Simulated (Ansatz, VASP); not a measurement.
# One calculation of HfMg3, two programs

```
CELL_PARAMETERS angstrom
-2.24110 2.24110 4.51432
2.24110 -2.24110 4.51432
2.24110 2.24110 -4.51432
ATOMIC_POSITIONS crystal
Mg 0.50000 0.50000 0.00000
Mg 0.25000 0.75000 0.50000
Mg 0.75000 0.25000 0.50000
Hf 0.00000 0.00000 0.00000
```

Alike in both runs: task single point; functional PBE; k mesh 7 × 7 × 7; no spin polarisation.

|  | VASP | Ansatz |
| --- | --- | --- |
| version | VASP 6.6.1 | Ansatz 0.2.0 |
| potentials or method | VASP PAW PBE potentials, release 64 (Mg, Hf_pv), cutoff 520 eV | plane waves, PAW |
| occupations | methfessel-paxton of order 1, width 0.1 eV | cold, width 0.1 eV |
| valence electrons in the cell | 16 | 56 |

```csv
,VASP,Ansatz,Ansatz less VASP
pressure (GPa),-1.2,-1.0,+0.13
"traceless stress, the component that is largest in VASP (GPa)",-1.09,-1.01,+0.084
```

VASP's potentials hold 16 valence electrons a cell and Ansatz's 56, so a difference there can come from the potentials and not from the codes.

Neither program's run includes spin-orbit coupling.
